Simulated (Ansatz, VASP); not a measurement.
# Two plane-wave programs on CdSe

INCAR

```
ALGO = Normal
EDIFF = 1E-6
ENCUT = 520
GGA = PE
GGA_COMPAT = False
ISIF = 2
ISMEAR = -1
LASPH = True
LCHARG = False
LORBIT = 11
LORBMOM = True
LREAL = False
LSORBIT = True
LWAVE = False
MAGMOM = 0 0 0 0 0 0 0 0 0 0 0 0
NBANDS = 50
NELM = 150
PREC = Accurate
SIGMA = 0.05
```

The input KPOINTS:

```
k-points
0
Gamma
  5 5 3
```

Contents of POSCAR:

```
CdSe
1.0
    4.3000000000      0.0000000000      0.0000000000
   -2.1500000000      3.7239092363      0.0000000000
    0.0000000000      0.0000000000      7.0200000000
Cd Se
2 2
Direct
    0.6666666667      0.3333333333      0.5000000000
    0.3333333333      0.6666666667      0.0000000000
    0.6666666667      0.3333333333      0.8850000000
    0.3333333333      0.6666666667      0.3850000000
```

input.yaml

```yaml
crystal:
  lattice:
    - [4.3, 0.0, 0.0]
    - [-2.15, 3.7239092363, 0.0]
    - [0.0, 0.0, 7.02]
  atoms:
    - { symbol: Cd, position: [0.6666666667, 0.3333333333, 0.5] }
    - { symbol: Cd, position: [0.3333333333, 0.6666666667, 0.0] }
    - { symbol: Se, position: [0.6666666667, 0.3333333333, 0.885] }
    - { symbol: Se, position: [0.3333333333, 0.6666666667, 0.385] }
hamiltonian:
  xc: pbe
  pseudopotentials: { kind: paw_fr }
magnetization:
  noncollinear: true
  spin_orbit: true
kpoints:
  mp_grid: { grid: [5, 5, 3] }
  band_path:
    path:
      - [[0.0, 0.0, 0.0], [0.5, 0.0, 0.0], [0.3333333333, 0.3333333333, 0.0], [0.0, 0.0, 0.0], [0.0, 0.0, 0.5], [0.5, 0.0, 0.5], [0.3333333333, 0.3333333333, 0.5], [0.0, 0.0, 0.5]]
      - [[0.5, 0.0, 0.5], [0.5, 0.0, 0.0]]
      - [[0.3333333333, 0.3333333333, 0.0], [0.3333333333, 0.3333333333, 0.5]]
    npoints: 14
scf:
  occupations: { method: fermi_dirac, width: 0.05 }
  n_extra_bands: 10
output:
  forces: true
  stress: true
  eigenvalues: true
  fatbands: true
```

Alike in both runs: functional PBE; k mesh 5 × 5 × 3; occupations fermi-dirac, width 0.05 eV; non-collinear spin, spin-orbit coupling.

|  | VASP | Ansatz |
| --- | --- | --- |
| version | VASP 6.6.1 | Ansatz 0.2.0 |
| potentials or method | VASP PAW PBE potentials, release 64 (Cd, Se) | Ansatz PAW |
| plane-wave cutoff (eV) | 520 | 420 |
| valence electrons in the cell | 36 | 72 |
| task | single point | band structure |

```tsv
	VASP	Ansatz	Ansatz less VASP
pressure (GPa)	3.4	3.0	-0.35
traceless stress, the component that is largest in VASP (GPa)	-1.44	-1.38	+0.057
rms of the force components (eV/Å)	0.170	0.164	-0.0057
net moment per atom (μB)	0.00	0.00	0.000
```

Atom by atom the forces differ by 0.006 eV/Å (rms over components). VASP's potentials hold 36 valence electrons a cell and Ansatz's 72, so a difference there can come from the potentials and not from the codes.
